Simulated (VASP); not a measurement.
BN: single point with PBEsol

Crystal: BN.

```xyz
4
Lattice="2.4623 0.0000 0.0000 -1.2311 2.1324 0.0000 0.0000 0.0000 6.5502" Properties=species:S:1:pos:R:3 pbc="T T T"
B     0.0000    1.4216    1.6375
B     1.2311    0.7108    4.9126
N     0.0000    1.4216    4.9126
N     1.2311    0.7108    1.6375
```

This cell differs from its parent crystal: strained.

```json
{
 "Program": "VASP 6.6.1",
 "Task": "single point",
 "Functional": "PBEsol",
 "Potentials or basis": "VASP PAW PBE potentials, release 64 (B, N)",
 "Cutoff": "520 eV",
 "k mesh": "12 × 12 × 4",
 "Occupations": "gaussian, width 0.02 eV",
 "Spin": "no spin polarisation"
}
```

The pressure is 14.2 GPa. The band gap on the k mesh is 4.22 eV (least direct gap 4.68 eV).

Stress tensor (GPa, compression positive):
```
20.69  0.00  0.00
 0.00 20.69  0.00
 0.00  0.00  1.22
```

Levels at points of the mesh, in eV from the valence-band top:
| k point | band 4 | band 5 | band 6 | band 7 | band 8 | band 9 | band 10 | band 11 | band 12 | band 13 |
| --- | --- | --- | --- | --- | --- | --- | --- | --- | --- | --- |
| (0.00, 0.00, 0.00) | -4.32 | -1.24 | -1.24 | -1.20 | -1.20 | 5.13 | 10.51 | 11.93 | 11.93 | 12.06 |
| (0.50, 0.00, 0.00) | -9.05 | -4.21 | -4.14 | -1.55 | -0.45 | 4.22 | 5.76 | 9.91 | 10.43 | 12.72 |
| (0.00, 0.00, 0.50) | -5.60 | -1.22 | -1.22 | -1.22 | -1.22 | 7.67 | 7.67 | 11.99 | 11.99 | 11.99 |
| (0.50, 0.00, 0.50) | -9.09 | -4.18 | -4.18 | -0.98 | -0.98 | 4.73 | 4.73 | 10.39 | 10.39 | 13.71 |

Run time: 27 s on 1 thread of Intel Xeon 8259CL, with other jobs on the host, peak memory 0.15 GiB.

Caveat: the cell differs from its parent crystal (strained); the cell stands under pressure; the PAW data sets were made with another functional, which shifts forces and pressure a little; this functional lacks dispersion, which binds the layers, so the pressure and a relaxed spacing across them are unreliable. A k mesh can miss the band edges.
